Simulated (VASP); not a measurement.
# BP (I-4m2) in VASP: a series of runs

BP is run at these levels: r2SCAN; tasks: single point.

Program: VASP 6.6.1. These are calculated values, not measurements. Logs are shortened: lines on timing, memory, paths and dates and some standing lists are left out, and cuts for length are marked.

### Step 1. The cell of the first run

It takes space group I-4m2 (No. 119, tetragonal). The conventional cell has a = 3.602 Å, b = 3.602 Å, c = 3.601 Å, α = 90.00°, β = 90.00°, γ = 90.00°. Within 2.7 Å of B (site symmetry -4m2) lie 4 P at 2.01 Å. Within 2.7 Å of P (site symmetry -4m2) lie 4 B at 2.01 Å.

### Step 2. Single point, r2SCAN

Input file POSCAR:

```
BP
1.0
    0.0000000000      2.5469946025      1.8007251840
    2.5469946025      0.0000000000      1.8007251840
    2.5469946025      2.5469946025      0.0000000000
B P
1 1
Direct
    0.0000000000      0.0000000000      0.0000000000
    0.7500000000      0.7500000000      0.7500000000
```

Input file INCAR.step1:

```
SYSTEM = BP
PREC = Accurate ; ENCUT = 520
ISMEAR = 0 ; SIGMA = 0.05
LREAL = .FALSE. ; LASPH = .TRUE.
NELM = 100 ; NBANDS = 11
GGA = PE ; ALGO = Normal
EDIFF = 1E-4 ; LWAVE = .TRUE.
LCHARG = .FALSE.
```

Input file INCAR.step2:

```
SYSTEM = BP
PREC = Accurate ; ENCUT = 520
EDIFF = 1E-6 ; ISMEAR = 0
SIGMA = 0.05 ; LREAL = .FALSE.
LASPH = .TRUE. ; NELM = 100
ALGO = Normal ; ISIF = 2
LWAVE = .FALSE. ; LCHARG = .FALSE.
METAGGA = R2SCAN ; LMIXTAU = .TRUE.
NBANDS = 11 ; ISTART = 1
```

Input file KPOINTS:

```
regular mesh
0
G
  8 8 8
  0 0 0
```

Potentials or basis: VASP PAW PBE potentials, release 64 (B, P).

The run is started by

```console
cat potpaw_PBE.64/B/POTCAR potpaw_PBE.64/P/POTCAR > POTCAR
cp INCAR.step1 INCAR
mpirun -np 1 vasp_std > vasp.out
cp INCAR.step2 INCAR
mpirun -np 1 vasp_std > vasp.out
```

OUTCAR:

```text
SYSTEM = BP
   PREC = Accurate
   ENCUT = 520
   EDIFF = 1E-6
   ISMEAR = 0
   LREAL = .FALSE.
   LASPH = .TRUE.
   NELM = 100
   ISIF = 2
   METAGGA = R2SCAN
   ISTART = 1

 ion  position               nearest neighbor table
   1  0.000  0.000  0.000-   2 2.01   2 2.01   2 2.01   2 2.01
   2  0.750  0.750  0.750-   1 2.01   1 2.01   1 2.01   1 2.01

  LATTYP: Found a body centered tetragonal cell.
 ALAT       =     3.6019943101
 C/A-ratio  =     0.9998489886

  Lattice vectors:

 A1 = (   0.0000000000,  -2.5469946025,  -1.8007251840)
 A2 = (   0.0000000000,   2.5469946025,  -1.8007251840)
 A3 = (   2.5469946025,   0.0000000000,   1.8007251840)

Analysis of symmetry for initial positions (statically):
=====================================================================
 Subroutine PRICEL returns:
 Original cell was already a primitive cell.

 Routine SETGRP: Setting up the symmetry group for a
 body centered tetragonal supercell.

 Subroutine GETGRP returns: Found  8 space group operations
 (whereof  8 operations were pure point group operations)
 out of a pool of 16 trial point group operations.

The static configuration has the point symmetry D_2d.

Analysis of symmetry for dynamics (positions and initial velocities):
=====================================================================
 Subroutine PRICEL returns:
 Original cell was already a primitive cell.

 Routine SETGRP: Setting up the symmetry group for a
 body centered tetragonal supercell.

 Subroutine GETGRP returns: Found  8 space group operations
 (whereof  8 operations were pure point group operations)
 out of a pool of 16 trial point group operations.

The dynamic configuration has the point symmetry D_2d.

 Subroutine INISYM returns: Found  8 space group operations
 (whereof  8 operations are pure point group operations),
 and found     1 'primitive' translations

----------------------------------------------------------------------------------------

                                     Primitive cell

  volume of cell :      23.3633

  direct lattice vectors                    reciprocal lattice vectors
     0.000000000  2.546994602  1.800725184    -0.196309800  0.196309800  0.277665912
     2.546994602  0.000000000  1.800725184     0.196309800 -0.196309800  0.277665912
     2.546994602  2.546994602  0.000000000     0.196309800  0.196309800 -0.277665912

  length of vectors
     3.119261562  3.119261562  3.601994310     0.392649250  0.392649250  0.392649250

  position of ions in fractional coordinates (direct lattice)
[... 82 lines left out ...]
   NSW    =      0    number of steps for IOM
   IBRION =     -1    ionic relax: 0-MD 1-quasi-New 2-CG
   NFREE  =      0    steps in history (QN), initial steepest desc. (CG)
   ISIF   =      2    stress and relaxation
   ISYM   =      2    0-nonsym 1-usesym 2-fastsym
   POTIM  = 0.5000    time-step for ionic-motion
   TEBEG  =    0.0;   TEEND  =   0.0 temperature during run
   PSTRESS=    0.0 pullay stress
   NELECT =       8.0000    total number of electrons
   NUPDOWN=      -1.0000    fix difference up-down
   EMIN   =  10.00;   EMAX   =-10.00  energy-range for DOS
   EFERMI =   0.00;   METHOD = LEGACY
   ISMEAR =     0;   SIGMA  =   0.05  broadening in eV -4-tet -1-fermi 0-gaus
   EFERMI_NEDOS =   21; number of points for ismear=-14 and -15
   IALGO  =     38    algorithm
   IMIX   =      4    mixing-type and parameters
     AMIX     =   0.40;   BMIX     =  1.00
     AMIX_MAG =   1.60;   BMIX_MAG =  1.00
  volume/ion in A,a.u.               =      11.68        78.83
  Fermi-wavevector in a.u.,A,eV,Ry     =   1.145320  2.164342 17.847562  1.311759
  Thomas-Fermi vector in A             =   2.282009
   LORBIT       =      0    0 simple, 1 ext, 2 COOP (PROOUT), +10 PAW based schemes
   METAGGA = R2SCAN    functional components
   LHFCALC =     F    Hartree Fock is set to
   AEXX    =    0.0000 exact exchange contribution
   IVDW    =     0    specifies the selected vdW correction
   LEPSILON=     F    determine dielectric tensor
   LRPA    =     F    only Hartree local field effects (RPA)
 non-spin polarized calculation
 Gauss-broadening in eV      SIGMA  =   0.05
  energy-cutoff  :      520.00
  volume of cell :       23.36
 maximum number of plane-waves:       664
   NGX = 11   NGY = 11   NGZ = 13

 number of electron       8.0000000 magnetization

 Free energy of the ion-electron system (eV)
  ---------------------------------------------------
  ext. energy  EPLUGINS =         0.00000000
  ---------------------------------------------------
  free energy    TOTEN  =       -16.22900374 eV

  energy without entropy =      -16.22881878  energy(sigma->0) =      -16.22891126

 E-fermi :   7.4855     XC(G=0): -11.6298

 val. band max:        7.3515132455   @ k =   0.5000   0.3750   0.1250
 cond. band min:       7.4997998404   @ k =   0.1250   0.1250   0.0000
 fundamental gap:      0.1482865949
 Fermi energy:         7.4855455470

 k-point     1 :       0.0000    0.0000    0.0000
  band No.  band energies     occupation
      1      -8.7446      2.00000
      2       6.6653      2.00000
      3       6.6653      2.00000
      4       9.4216      0.00000
      5      10.5253      0.00000
      6      12.7504      0.00000
      7      12.7504      0.00000
      8      14.2097      0.00000
      9      16.0115      0.00000
     10      19.7572      0.00000
     11      21.1854      0.00000
[... 309 lines left out ...]
 k-point    24 :       0.3750    0.0000    0.1250
  band No.  band energies     occupation
      1      -6.5897      2.00000
      2       1.1446      2.00000
      3       3.7906      2.00000
      4       6.3794      2.00000
      5      10.3637      0.00000
      6      12.5061      0.00000
      7      15.6130      0.00000
      8      17.8081      0.00000
      9      18.5266      0.00000
     10      20.9061      0.00000
     11      22.6775      0.00000

 [... further k-points ...]
[... 5 lines left out ...]
  --------------------------------------------------------------------------------------
  -------------------------------------------------------------------------------------
  Total       -2.9709876     -2.9709876      3.8309663      0.0000000      0.0000000      0.0000000
  in kB     -203.7407705   -203.7407705    262.7153379      0.0000000      0.0000000      0.0000000
  external PRESSURE =     -48.2554011 kB  Pullay stress =       0.0000000 kB

 VOLUME and BASIS-vectors are now :
 -----------------------------------------------------------------------------
  energy-cutoff  :      520.00
  volume of cell :       23.36
      direct lattice vectors                 reciprocal lattice vectors
     0.000000000  2.546994602  1.800725184    -0.196309800  0.196309800  0.277665912
     2.546994602  0.000000000  1.800725184     0.196309800 -0.196309800  0.277665912
     2.546994602  2.546994602  0.000000000     0.196309800  0.196309800 -0.277665912

 POSITION                                       TOTAL-FORCE (eV/Angst)
 -----------------------------------------------------------------------------------
      0.00000      0.00000      0.00000        -0.000000     -0.000000      0.000000
      3.82049      3.82049      2.70109         0.000000      0.000000     -0.000000
 -----------------------------------------------------------------------------------
    total drift:                                0.000020      0.000020     -0.000026

  FREE ENERGIE OF THE ION-ELECTRON SYSTEM (eV)
  ---------------------------------------------------
  free  energy   TOTEN  =       -16.2290037399 eV

  energy  without entropy=      -16.2288187812  energy(sigma->0) =      -16.22891126
```

OSZICAR.step1:

```text
N       E                     dE             d eps       ncg     rms          rms(c)
DAV:   1     0.939043384286E+01    0.93904E+01   -0.39671E+03  1298   0.657E+02
DAV:   2    -0.118873154039E+02   -0.21278E+02   -0.20555E+02  1738   0.105E+02
DAV:   3    -0.124474084710E+02   -0.56009E+00   -0.55891E+00  1619   0.153E+01
DAV:   4    -0.124493353505E+02   -0.19269E-02   -0.19266E-02  1487   0.106E+00
DAV:   5    -0.124493443568E+02   -0.90063E-05   -0.90052E-05  1596   0.714E-02    0.655E+00
DAV:   6    -0.120199688254E+02    0.42938E+00   -0.11417E+00  1465   0.430E+00    0.351E+00
DAV:   7    -0.119643603017E+02    0.55609E-01   -0.13299E-01  1646   0.187E+00    0.127E+00
DAV:   8    -0.119570987041E+02    0.72616E-02   -0.17406E-02  1463   0.733E-01    0.181E-01
DAV:   9    -0.119572092284E+02   -0.11052E-03   -0.63574E-04  1497   0.167E-01    0.979E-02
DAV:  10    -0.119572484758E+02   -0.39247E-04   -0.10966E-04  1063   0.673E-02
   1 F= -.11957248E+02 E0= -.11957157E+02  d E =-.182240E-03
```

Run time: 40 s. Hardware: 1 thread of Intel Xeon Platinum 8259CL at 2.50GHz (Skylake/Cascade Lake), shared host; peak memory 0.15 GiB.

What came out:

```yaml
Free_energy: -16.2290 eV
Pressure: -4.8 GPa
Band_gap_on_the_k_mesh: zero (band 4 reaches 9.42 eV, above the bottom of band 5 at 6.00 eV)
```

Stress tensor (GPa, compression positive):
```
-20.37   0.00   0.00
  0.00 -20.37   0.00
  0.00   0.00  26.27
```

Caveat: the PAW data sets were made with another functional, which shifts forces and pressure a little.

(Part 1 of 2 ends here.)
